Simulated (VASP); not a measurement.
# Ge (I4_1/amd) in VASP: further runs

The runs below take Ge through single point, with revPBE+D3(BJ), revPBE+D4.

All numbers are computed with VASP 6.6.1; they aren't measurements. Logs are shortened: lines on timing, memory, paths and dates and some standing lists are left out, and cuts for length are marked.

### 1 The cell of the first run

Symmetry: I4_1/amd, No. 141, tetragonal system. Conventional cell: a = 5.121 Å, b = 5.121 Å, c = 2.773 Å, α = 90.00°, β = 90.00°, γ = 90.00°. Within 3.5 Å of Ge (site symmetry -4m2) lie 10 Ge at 2.65 to 3.30 Å.

### 2 Single point, revPBE+D3(BJ)

INCAR

```
SYSTEM = Ge
ALGO     = Normal         ! electronic algorithm
EDIFF    = 1E-7           ! SCF threshold, eV
ENCUT    = 520            ! plane-wave cutoff, eV
GGA      = RE             ! functional
ISIF     = 2              ! what is computed and relaxed
ISMEAR   = -1             ! smearing method
IVDW     = 12             ! dispersion correction
LASPH    = .True.         ! aspherical terms in the spheres
LCHARG   = .False.        ! write CHGCAR
LREAL    = .False.        ! projectors in reciprocal space
LWAVE    = .False.        ! write WAVECAR
NBANDS   = 21             ! bands
NELM     = 60             ! most SCF steps
PREC     = Accurate       ! precision mode
SIGMA    = 0.05           ! smearing width, eV
```

KPOINTS

```
k-points
0
Gamma
  11 11 11
  0 0 0
```

POSCAR

```
Ge
1.0
   -2.5606065472      2.5606065472      1.3864212208
    2.5606065472     -2.5606065472      1.3864212208
    2.5606065472      2.5606065472     -1.3864212208
Ge
2
Direct
    0.5000000000      0.5000000000      0.0000000000
    0.2500000000      0.7500000000      0.5000000000
```

Potentials or basis: VASP PAW PBE potentials, release 64 (Ge_d).

On the command line:

```console
cat potpaw_PBE.64/Ge_d/POTCAR > POTCAR
mpirun -np 1 vasp_std > vasp.out
```

OUTCAR:

```text
SYSTEM = Ge
   EDIFF = 1E-7
   ENCUT = 520
   GGA = RE
   ISIF = 2
   ISMEAR = -1
   IVDW = 12
   LASPH = .True.
   LREAL = .False.
   NELM = 60
   PREC = Accurate
 IVDW          = 12

 ion  position               nearest neighbor table
   1  0.500  0.500  0.000-   2 2.65   2 2.65   2 2.65   2 2.65
   2  0.250  0.750  0.500-   1 2.65   1 2.65   1 2.65   1 2.65

  LATTYP: Found a body centered tetragonal cell.
 ALAT       =     5.1212130944
 C/A-ratio  =     0.5414425040

  Lattice vectors:

 A1 = (  -2.5606065472,   2.5606065472,   1.3864212208)
 A2 = (   2.5606065472,  -2.5606065472,   1.3864212208)
 A3 = (   2.5606065472,   2.5606065472,  -1.3864212208)

Analysis of symmetry for initial positions (statically):
=====================================================================
 Subroutine PRICEL returns:
 Original cell was already a primitive cell.

 Routine SETGRP: Setting up the symmetry group for a
 body centered tetragonal supercell.

 Subroutine GETGRP returns: Found 16 space group operations
 (whereof  8 operations were pure point group operations)
 out of a pool of 16 trial point group operations.

The static configuration has the point symmetry D_2d.
 The point group associated with its full space group is D_4h.

Analysis of symmetry for dynamics (positions and initial velocities):
=====================================================================
 Subroutine PRICEL returns:
 Original cell was already a primitive cell.

 Routine SETGRP: Setting up the symmetry group for a
 body centered tetragonal supercell.

 Subroutine GETGRP returns: Found 16 space group operations
 (whereof  8 operations were pure point group operations)
 out of a pool of 16 trial point group operations.

The dynamic configuration has the point symmetry D_2d.
 The point group associated with its full space group is D_4h.

 Subroutine INISYM returns: Found 16 space group operations
 (whereof  8 operations are pure point group operations),
 and found     1 'primitive' translations

----------------------------------------------------------------------------------------

                                     Primitive cell

  volume of cell :      36.3614

  direct lattice vectors                    reciprocal lattice vectors
    -2.560606547  2.560606547  1.386421221     0.000000000  0.195266235  0.360640758
     2.560606547 -2.560606547  1.386421221     0.195266235  0.000000000  0.360640758
     2.560606547  2.560606547 -1.386421221     0.195266235  0.195266235  0.000000000

  length of vectors
     3.877573414  3.877573414  3.877573414     0.410110545  0.410110545  0.276148158

  position of ions in fractional coordinates (direct lattice)
     0.500000000  0.500000000  0.000000000
     0.250000000  0.750000000  0.500000000

  ion indices of the primitive-cell ions
   primitive index   ion index
                 1           1
                 2           2

----------------------------------------------------------------------------------------

 KPOINTS: k-points

Automatic generation of k-mesh.
 Grid dimensions read from file:
 generate k-points for:   11   11   11

 Generating k-lattice:

  Cartesian coordinates                     Fractional coordinates (reciprocal lattice)
     0.000000000  0.017751476  0.032785523     0.090909091  0.000000000  0.000000000
     0.017751476  0.000000000  0.032785523     0.000000000  0.090909091  0.000000000
     0.017751476  0.017751476  0.000000000     0.000000000  0.000000000  0.090909091

  Length of vectors
     0.037282777  0.037282777  0.025104378

  Shift w.r.t. Gamma in fractional coordinates (k-lattice)
     0.000000000  0.000000000  0.000000000

 Subroutine IBZKPT returns following result:
 ===========================================

 Found    126 irreducible k-points:

 Following reciprocal coordinates:
            Coordinates               Weight
  0.000000  0.000000  0.000000      1.000000
  0.090909 -0.000000  0.000000      8.000000
  0.181818  0.000000  0.000000      8.000000
  0.272727 -0.000000  0.000000      8.000000
  0.363636  0.000000  0.000000      8.000000
  0.454545  0.000000 -0.000000      8.000000
[... 16 lines left out ...]
 -0.272727  0.181818 -0.000000     16.000000
 -0.181818  0.181818  0.000000      4.000000
 [... further k-points ...]
   k-points           NKPTS =    126   k-points in BZ     NKDIM =    126   number of bands    NBANDS=     21
   number of dos      NEDOS =    301   number of ions     NIONS =      2
   total plane-waves  NPLWV =  27000
   dimension x,y,z NGX =    30 NGY =   30 NGZ =   30
   dimension x,y,z NGXF=    60 NGYF=   60 NGZF=   60
   ions per type =               2
   NGX,Y,Z   is equivalent  to a cutoff of  12.86, 12.86, 12.86 a.u.
   NGXF,Y,Z  is equivalent  to a cutoff of  25.72, 25.72, 25.72 a.u.
 SYSTEM =  Ge
   PREC   = accura    normal or accurate (medium, high low for compatibility)
   ISTART =      0    job   : 0-new  1-cont  2-samecut
   ICHARG =      2    charge: 1-file 2-atom 10-const
   ISPIN  =      1    spin polarized calculation?
   LNONCOLLINEAR =      F non collinear calculations
   LSORBIT =      F    spin-orbit coupling
   LASPH  =      T    aspherical Exc in radial PAW
   ENCUT  =  520.0 eV  38.22 Ry    6.18 a.u.   7.21  7.21  7.21*2*pi/ulx,y,z
   NELM   =     60;   NELMIN=  2; NELMDL= -5     # of ELM steps
   EDIFF  = 0.1E-06   stopping-criterion for ELM
   LREAL  =      F    real-space projection
   EDIFFG = 0.1E-05   stopping-criterion for IOM
   NSW    =      0    number of steps for IOM
   IBRION =     -1    ionic relax: 0-MD 1-quasi-New 2-CG
   NFREE  =      0    steps in history (QN), initial steepest desc. (CG)
   ISIF   =      2    stress and relaxation
   ISYM   =      2    0-nonsym 1-usesym 2-fastsym
   POTIM  = 0.5000    time-step for ionic-motion
   TEBEG  =    0.0;   TEEND  =   0.0 temperature during run
   PSTRESS=    0.0 pullay stress
   NELECT =      28.0000    total number of electrons
   NUPDOWN=      -1.0000    fix difference up-down
   EMIN   =  10.00;   EMAX   =-10.00  energy-range for DOS
   EFERMI =   0.00;   METHOD = LEGACY
   ISMEAR =    -1;   SIGMA  =   0.05  broadening in eV -4-tet -1-fermi 0-gaus
   EFERMI_NEDOS =   21; number of points for ismear=-14 and -15
   IALGO  =     38    algorithm
   IMIX   =      4    mixing-type and parameters
     AMIX     =   0.40;   BMIX     =  1.00
     AMIX_MAG =   1.60;   BMIX_MAG =  1.00
  volume/ion in A,a.u.               =      18.18       122.69
  Fermi-wavevector in a.u.,A,eV,Ry     =   1.500539  2.835607 30.635102  2.251616
  Thomas-Fermi vector in A             =   2.612026
   LORBIT       =      0    0 simple, 1 ext, 2 COOP (PROOUT), +10 PAW based schemes
   GGA     = RE    functional components
   LHFCALC =     F    Hartree Fock is set to
   AEXX    =    0.0000 exact exchange contribution
   IVDW    =    12    specifies the selected vdW correction
   LEPSILON=     F    determine dielectric tensor
   LRPA    =     F    only Hartree local field effects (RPA)
 non-spin polarized calculation
  energy-cutoff  :      520.00
  volume of cell :       36.36
 maximum number of plane-waves:       989
 NGX is ok and might be reduce to    30
   NGX = 15   NGY = 15   NGZ = 15

 number of electron      28.0000016 magnetization

 Free energy of the ion-electron system (eV)
  ---------------------------------------------------
  ext. energy  EPLUGINS =         0.00000000
  ---------------------------------------------------
  free energy    TOTEN  =        -7.91102344 eV

  energy without entropy =       -7.90284417  energy(sigma->0) =       -7.90693381

 E-fermi :   7.1360     XC(G=0): -11.3373

 val. band max:        7.1180972694   @ k =   0.4545   0.2727   0.0909
 cond. band min:       7.1505327861   @ k =  -0.1818  -0.4545   0.0909
 fundamental gap:      0.0324355168
 Fermi energy:         7.1359672326

 k-point     1 :       0.0000    0.0000    0.0000
  band No.  band energies     occupation
      1     -17.7235      2.00000
      2     -17.6802      2.00000
      3     -17.6472      2.00000
      4     -17.6457      2.00000
      5     -17.5339      2.00000
      6     -17.5339      2.00000
[... 13 lines left out ...]
     20      18.6852      0.00000
     21      19.6775      0.00000

 k-point     2 :       0.0909   -0.0000    0.0000
  band No.  band energies     occupation
      1     -17.7201      2.00000
      2     -17.6685      2.00000
      3     -17.6412      2.00000
      4     -17.6329      2.00000
      5     -17.5431      2.00000
      6     -17.5416      2.00000
[... 13 lines left out ...]
     20      18.5990      0.00000
     21      19.2704      0.00000

 k-point     3 :       0.1818    0.0000    0.0000
  band No.  band energies     occupation
      1     -17.7100      2.00000
      2     -17.6397      2.00000
      3     -17.6293      2.00000
      4     -17.6019      2.00000
      5     -17.5617      2.00000
      6     -17.5480      2.00000
[... 13 lines left out ...]
     20      16.9893      0.00000
     21      17.8393      0.00000

 k-point     4 :       0.2727   -0.0000    0.0000
  band No.  band energies     occupation
      1     -17.6962      2.00000
      2     -17.6161      2.00000
      3     -17.6149      2.00000
      4     -17.5908      2.00000
      5     -17.5799      2.00000
      6     -17.5487      2.00000
[... 13 lines left out ...]
     20      15.6977      0.00000
     21      18.1433      0.00000

 k-point     5 :       0.3636    0.0000    0.0000
  band No.  band energies     occupation
      1     -17.6848      2.00000
      2     -17.6177      2.00000
      3     -17.6118      2.00000
      4     -17.6027      2.00000
      5     -17.5795      2.00000
      6     -17.5613      2.00000
[... 13 lines left out ...]
     20      15.9839      0.00000
     21      19.2552      0.00000

 k-point     6 :       0.4545    0.0000   -0.0000
  band No.  band energies     occupation
      1     -17.6772      2.00000
      2     -17.6303      2.00000
      3     -17.6262      2.00000
      4     -17.5973      2.00000
      5     -17.5697      2.00000
      6     -17.5689      2.00000
[... 13 lines left out ...]
     20      18.6162      0.00000
     21      19.4034      0.00000

 k-point     7 :       0.0909    0.0909    0.0000
  band No.  band energies     occupation
      1     -17.7137      2.00000
      2     -17.6380      2.00000
      3     -17.6327      2.00000
      4     -17.5966      2.00000
      5     -17.5603      2.00000
      6     -17.5567      2.00000
[... 13 lines left out ...]
     20      16.9267      0.00000
     21      17.4036      0.00000
[... 291 lines left out ...]
      1     -17.6721      2.00000
      2     -17.6315      2.00000
      3     -17.6194      2.00000
      4     -17.5848      2.00000
      5     -17.5764      2.00000
      6     -17.5503      2.00000
[... 13 lines left out ...]
     20      17.7687      0.00000
     21      18.8267      0.00000

 k-point    21 :      -0.4545    0.1818   -0.0000
  band No.  band energies     occupation
      1     -17.6727      2.00000
      2     -17.6254      2.00000
      3     -17.6193      2.00000
      4     -17.5918      2.00000
      5     -17.5719      2.00000
      6     -17.5518      2.00000
[... 13 lines left out ...]
     20      17.6358      0.00000
     21      18.2300      0.00000

 k-point    22 :      -0.3636    0.1818    0.0000
  band No.  band energies     occupation
      1     -17.6823      2.00000
      2     -17.6469      2.00000
      3     -17.6266      2.00000
      4     -17.6027      2.00000
      5     -17.5647      2.00000
      6     -17.5427      2.00000
[... 13 lines left out ...]
     20      17.8709      0.00000
     21      19.1130      0.00000

 k-point    23 :      -0.2727    0.1818   -0.0000
  band No.  band energies     occupation
      1     -17.6949      2.00000
      2     -17.6728      2.00000
      3     -17.6482      2.00000
      4     -17.6182      2.00000
      5     -17.5507      2.00000
      6     -17.5298      2.00000
[... 13 lines left out ...]
     20      19.6116      0.00000
     21      20.2610      0.00000

 k-point    24 :      -0.1818    0.1818    0.0000
  band No.  band energies     occupation
      1     -17.7053      2.00000
      2     -17.6830      2.00000
      3     -17.6567      2.00000
      4     -17.6294      2.00000
      5     -17.5422      2.00000
      6     -17.5258      2.00000
[... 13 lines left out ...]
     20      19.4130      0.00000
     21      19.8776      0.00000

 [... further k-points ...]

------------------------ aborting loop because EDIFF is reached ----------------------------------------

 Edisp (eV)   -1.39937

 E8    (eV) :    -0.9877

  FORCE on cell =-STRESS in cart. coord.  units (eV):
  Direction    XX          YY          ZZ          XY          YZ          ZX
  --------------------------------------------------------------------------------------
  -------------------------------------------------------------------------------------
  Total      -0.00350    -0.00350     0.00997     0.00000     0.00000     0.00000
  in kB      -0.15429    -0.15429     0.43945     0.00000     0.00000     0.00000
  external pressure =        0.04 kB  Pullay stress =        0.00 kB

 VOLUME and BASIS-vectors are now :
 -----------------------------------------------------------------------------
  energy-cutoff  :      520.00
  volume of cell :       36.36
      direct lattice vectors                 reciprocal lattice vectors
    -2.560606547  2.560606547  1.386421221     0.000000000  0.195266235  0.360640758
     2.560606547 -2.560606547  1.386421221     0.195266235  0.000000000  0.360640758
     2.560606547  2.560606547 -1.386421221     0.195266235  0.195266235  0.000000000

 POSITION                                       TOTAL-FORCE (eV/Angst)
 -----------------------------------------------------------------------------------
      0.00000      0.00000      1.38642        -0.000000      0.000000     -0.000000
      2.56061      0.00000      0.69321         0.000000     -0.000000      0.000000
 -----------------------------------------------------------------------------------
    total drift:                                0.000000     -0.000000      0.000000

  FREE ENERGIE OF THE ION-ELECTRON SYSTEM (eV)
  ---------------------------------------------------
  free  energy   TOTEN  =        -9.3103915516 eV

  energy  without entropy=       -9.3022122769  energy(sigma->0) =       -9.30630191
```

Wall time 56 s (1 thread of Intel Xeon Platinum 8488C (Sapphire Rapids), shared host); peak memory 0.22 GiB.

Results:

```
Free energy                : -9.3104 eV
Pressure                   : 0.0 GPa
Band gap on the k mesh     : zero (bands 14 and 15 overlap by 4.83 eV)
Dispersion energy per atom : -0.700 eV
```

Caveat: the PAW data sets were made with another functional, which shifts forces and pressure a little.

(Part 1 of 2 ends here.)
